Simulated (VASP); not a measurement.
AgBi:

```
CELL_PARAMETERS angstrom
3.42491 0.00000 0.00000
0.00000 3.42491 0.00000
0.00000 0.00000 4.48908
ATOMIC_POSITIONS crystal
Ag 0.50000 0.50000 0.50000
Bi 0.00000 0.00000 0.00000
```

* Program: VASP 6.6.1
* Task: relaxation of cell and atoms
* Functional: PBE
* Potentials or basis: VASP PAW PBE potentials, release 64 (Ag, Bi_d)
* Cutoff: 600 eV
* k mesh: 16 × 16 × 12
* Occupations: gaussian, width 0.1 eV
* Spin: no spin polarisation

At the start: pressure -2.9 GPa; volume 26.33 Å³/atom.

Task: Where does the relaxation end?

Result: Over 8 steps the energy falls by 14.6 meV/atom and the volume is 24.87 Å³/atom (-5.5 %); space group P4/mmm (No. 123, to 0.1 Å) before and after.

Step by step:
```tsv
step	energy change (eV)	largest force (eV/Å)	pressure (GPa)	volume (Å³)
1	0.0000	0.0000	-2.92	52.66
2	-0.0254	0.0000	0.95	49.08
3	-0.0275	0.0000	0.04	49.81
4	-0.0275	0.0000	-0.01	49.87
5	-0.0281	0.0000	-0.06	49.85
6	-0.0291	0.0000	-0.02	49.79
7	-0.0292	0.0000	-0.06	49.76
8	-0.0292	0.0000	-0.04	49.74
```

Final structure:
```
CELL_PARAMETERS angstrom
3.39393 0.00000 0.00000
0.00000 3.39393 0.00000
0.00000 0.00000 4.31798
ATOMIC_POSITIONS crystal
Ag 0.50000 0.50000 0.50000
Bi 0.00000 0.00000 0.00000
```
